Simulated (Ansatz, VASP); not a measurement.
One calculation of Re, two programs

```
CELL_PARAMETERS angstrom
-1.54784 1.54784 1.54784
1.54784 -1.54784 1.54784
1.54784 1.54784 -1.54784
ATOMIC_POSITIONS crystal
Re 0.00000 0.00000 0.00000
```

Alike in both runs: functional r2SCAN; k mesh 24 × 24 × 24; occupations gaussian, width 0.1 eV; no spin polarisation.

Ansatz relaxed the structure, and its values are those at the end. VASP's run is a single point on that final structure, the one shown.

|  | VASP | Ansatz |
| --- | --- | --- |
| version | VASP 6.6.1 | Ansatz 0.2.0 |
| potentials or method | VASP PAW PBE potentials, release 64 (Re), cutoff 520 eV | scalar-relativistic, plane waves, PAW |
| valence electrons in the cell | 7 | 15 |

Ansatz gave:

| Property | Result |
| --- | --- |
| gap on the k mesh at the Fermi level (eV) | none |
| pressure (GPa) | 0.0 |

Q: Which values does VASP return?

A: gap on the k mesh at the Fermi level (eV): none; pressure (GPa): 0.1.

VASP's potentials were made for PBE, not for r2SCAN. A gap of «none» marks a metal or a gap that the smearing closes. VASP's potentials hold 7 valence electrons a cell and Ansatz's 15, so a difference there can come from the potentials and not from the codes.

Neither program's run includes spin-orbit coupling.
